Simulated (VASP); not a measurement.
# KCl (Pm-3m) in VASP: notebook, part 2 of 2

VASP 6.6.1.

## Step 4: Single point, PBE-based screened hybrid with 15 % exact exchange

Contents of POSCAR:

```
KCl
1.0
    3.8391960000      0.0000000000      0.0000000000
    0.0000000000      3.8391960000      0.0000000000
    0.0000000000      0.0000000000      3.8391960000
K Cl
1 1
Direct
    0.0000000000      0.0000000000      0.0000000000
    0.5000000000      0.5000000000      0.5000000000
```

Contents of INCAR.step1:

```
PREC = Accurate ; ENCUT = 520
EDIFF = 1E-5 ; ISMEAR = -1
SIGMA = 0.05 ; LREAL = F
LASPH = T ; NELM = 60
ALGO = Normal ; ISIF = 2
LWAVE = T ; LCHARG = F
NBANDS = 15 ; GGA = PE
```

Contents of INCAR.step2:

```
PREC = Accurate ; ENCUT = 520
EDIFF = 1E-6 ; ISMEAR = -1
SIGMA = 0.05 ; LREAL = F
LASPH = T ; NELM = 60
ALGO = Normal ; ISIF = 2
LWAVE = F ; LCHARG = F
GGA = PE ; LHFCALC = T
AEXX = 0.15 ; HFSCREEN = 0.2
PRECFOCK = Normal ; NBANDS = 15
ISTART = 1
```

Contents of KPOINTS:

```
Automatic mesh
0
Gamma
  4 4 4
```

Potentials or basis: VASP PAW PBE potentials, release 64 (K_sv, Cl).

The run is started by

```
$ cat potpaw_PBE.64/K_sv/POTCAR potpaw_PBE.64/Cl/POTCAR > POTCAR
$ cp INCAR.step1 INCAR
$ mpirun -np 1 vasp_std > vasp.out
$ cp INCAR.step2 INCAR
$ mpirun -np 1 vasp_std > vasp.out
```

OUTCAR:

```text
PREC = Accurate
   ENCUT = 520
   EDIFF = 1E-6
   ISMEAR = -1
   LREAL = F
   LASPH = T
   NELM = 60
   ISIF = 2
   GGA = PE
   LHFCALC = T
   AEXX = 0.15
   HFSCREEN = 0.2
   PRECFOCK = Normal
   ISTART = 1

 ion  position               nearest neighbor table
   1  0.000  0.000  0.000-
   2  0.500  0.500  0.500-

  LATTYP: Found a simple cubic cell.
 ALAT       =     3.8391960000

  Lattice vectors:

 A1 = (   3.8391960000,   0.0000000000,   0.0000000000)
 A2 = (   0.0000000000,   3.8391960000,   0.0000000000)
 A3 = (   0.0000000000,   0.0000000000,   3.8391960000)

Analysis of symmetry for initial positions (statically):
=====================================================================
 Subroutine PRICEL returns:
 Original cell was already a primitive cell.

 Routine SETGRP: Setting up the symmetry group for a
 simple cubic supercell.

 Subroutine GETGRP returns: Found 48 space group operations
 (whereof 48 operations were pure point group operations)
 out of a pool of 48 trial point group operations.

The static configuration has the point symmetry O_h .

Analysis of symmetry for dynamics (positions and initial velocities):
=====================================================================
 Subroutine PRICEL returns:
 Original cell was already a primitive cell.

 Routine SETGRP: Setting up the symmetry group for a
 simple cubic supercell.

 Subroutine GETGRP returns: Found 48 space group operations
 (whereof 48 operations were pure point group operations)
 out of a pool of 48 trial point group operations.

The dynamic configuration has the point symmetry O_h .

 Subroutine INISYM returns: Found 48 space group operations
 (whereof 48 operations are pure point group operations),
 and found     1 'primitive' translations

[... 114 lines left out ...]
   ENCUTFOCK=  -1.0 apply spherical cutoff to Coloumb kernel
   IVDW    =     0    specifies the selected vdW correction
   LEPSILON=     F    determine dielectric tensor
   LRPA    =     F    only Hartree local field effects (RPA)
 non-spin polarized calculation
  energy-cutoff  :      520.00
  volume of cell :       56.59
 maximum number of plane-waves:      1568
 NGX is ok and might be reduce to    30
  NGX = 24; NGY = 24; NGZ = 24

 number of electron      16.0000007 magnetization

 Free energy of the ion-electron system (eV)
  ---------------------------------------------------
  ext. energy  EPLUGINS =         0.00000000
  ---------------------------------------------------
  free energy    TOTEN  =        -7.29506723 eV

  energy without entropy =       -7.29506723  energy(sigma->0) =       -7.29506723

 E-fermi :  -0.3206     XC(G=0):  -7.2585

 val. band max:       -1.4052799538   @ k =   0.5000   0.5000   0.0000
 cond. band min:       4.1897619665   @ k =   0.0000   0.0000   0.0000
 fundamental gap:      5.5950419203
 Fermi energy:        -0.3206409717

 k-point     1 :       0.0000    0.0000    0.0000
  band No.  band energies     occupation
      1     -30.7474      2.00000
      2     -14.6870      2.00000
      3     -13.3201      2.00000
      4     -13.3201      2.00000
      5     -13.3201      2.00000
      6      -1.6184      2.00000
      7      -1.6184      2.00000
      8      -1.6184      2.00000
      9       4.1898      0.00000
     10       6.0308      0.00000
     11       6.0308      0.00000
     12      10.3564      0.00000
     13      10.3564      0.00000
     14      10.3564      0.00000
[... 149 lines left out ...]
      2     -14.2651      2.00000
      3     -13.4886      2.00000
      4     -13.4886      2.00000
      5     -13.4886      2.00000
      6      -2.7647      2.00000
      7      -2.7647      2.00000
      8      -2.7647      2.00000
      9       8.2311      0.00000
     10       8.2311      0.00000
     11       8.2311      0.00000
     12       9.5508      0.00000
     13       9.5508      0.00000
     14       9.5508      0.00000
     15      12.0766      0.00000

------------------------ aborting loop because EDIFF is reached ----------------------------------------

  FORCE on cell =-STRESS in cart. coord.  units (eV):
  Direction    XX          YY          ZZ          XY          YZ          ZX
  --------------------------------------------------------------------------------------
  -------------------------------------------------------------------------------------
  Total       -0.0948563     -0.0948563     -0.0948563     -0.0000000     -0.0000000     -0.0000000
  in kB       -2.6856896     -2.6856896     -2.6856896     -0.0000000     -0.0000000     -0.0000000
  external PRESSURE =      -2.6856896 kB  Pullay stress =       0.0000000 kB

 VOLUME and BASIS-vectors are now :
 -----------------------------------------------------------------------------
  energy-cutoff  :      520.00
  volume of cell :       56.59
      direct lattice vectors                 reciprocal lattice vectors
     3.839196000  0.000000000  0.000000000     0.260471203  0.000000000  0.000000000
     0.000000000  3.839196000  0.000000000     0.000000000  0.260471203  0.000000000
     0.000000000  0.000000000  3.839196000     0.000000000  0.000000000  0.260471203

 POSITION                                       TOTAL-FORCE (eV/Angst)
 -----------------------------------------------------------------------------------
      0.00000      0.00000      0.00000         0.000000      0.000000      0.000000
      1.91960      1.91960      1.91960         0.000000      0.000000      0.000000
 -----------------------------------------------------------------------------------
    total drift:                               -0.000000     -0.000000     -0.000000

  FREE ENERGIE OF THE ION-ELECTRON SYSTEM (eV)
  ---------------------------------------------------
  free  energy   TOTEN  =        -7.2950672255 eV

  energy  without entropy=       -7.2950672255  energy(sigma->0) =       -7.29506723
```

Run time: 4 min. Hardware: 1 thread of Intel Xeon Platinum 8259CL at 2.50GHz (Skylake/Cascade Lake), shared host; peak memory 0.28 GiB.

What came out:

```yaml
Free_energy: -7.2951 eV
Pressure: -0.3 GPa
Band_gap_on_the_k_mesh: 5.60 eV (least direct gap 5.81 eV)
```

Levels at points of the mesh, in eV from the valence-band top:
| k point | band 4 | band 5 | band 6 | band 7 | band 8 | band 9 | band 10 | band 11 | band 12 | band 13 |
| --- | --- | --- | --- | --- | --- | --- | --- | --- | --- | --- |
| (0.00, 0.00, 0.00) | -11.91 | -11.91 | -0.21 | -0.21 | -0.21 | 5.60 | 7.44 | 7.44 | 11.76 | 11.76 |
| (0.50, 0.00, 0.00) | -11.88 | -11.79 | -1.82 | -0.21 | -0.21 | 8.53 | 8.87 | 9.16 | 10.99 | 11.60 |
| (0.50, 0.50, 0.00) | -12.14 | -11.86 | -1.25 | -1.25 | 0.00 | 7.02 | 8.19 | 9.94 | 9.94 | 12.26 |
| (0.50, 0.50, 0.50) | -12.08 | -12.08 | -1.36 | -1.36 | -1.36 | 9.64 | 9.64 | 9.64 | 10.96 | 10.96 |

Caveat: the PAW data sets were made with another functional, which shifts forces and pressure a little. A k mesh can miss the band edges.

## Step 5: Summary

| level | share of exact exchange | gap on the mesh (eV) | pressure (GPa) |
| --- | --- | --- | --- |
| PBE-based screened hybrid with 5 % exact exchange | 0.05 | 5.06 | -0.1 |
| PBE-based screened hybrid with 10 % exact exchange | 0.1 | 5.33 | -0.2 |
| PBE-based screened hybrid with 15 % exact exchange | 0.15 | 5.60 | -0.3 |

Alike in all rows: task single point; potentials or basis VASP PAW PBE potentials, release 64 (K_sv, Cl); no spin polarisation; cell as given; k mesh 4 × 4 × 4; cutoff (eV) 520; smearing fermi-dirac 0.05 eV.

On the cell as given the gap runs from 5.06 eV (PBE-based screened hybrid with 5 % exact exchange) to 5.60 eV (PBE-based screened hybrid with 15 % exact exchange).

Caveats: the PAW data sets were made with another functional, which shifts forces and pressure a little.

Absolute energies hang on the potentials; compare differences alone.
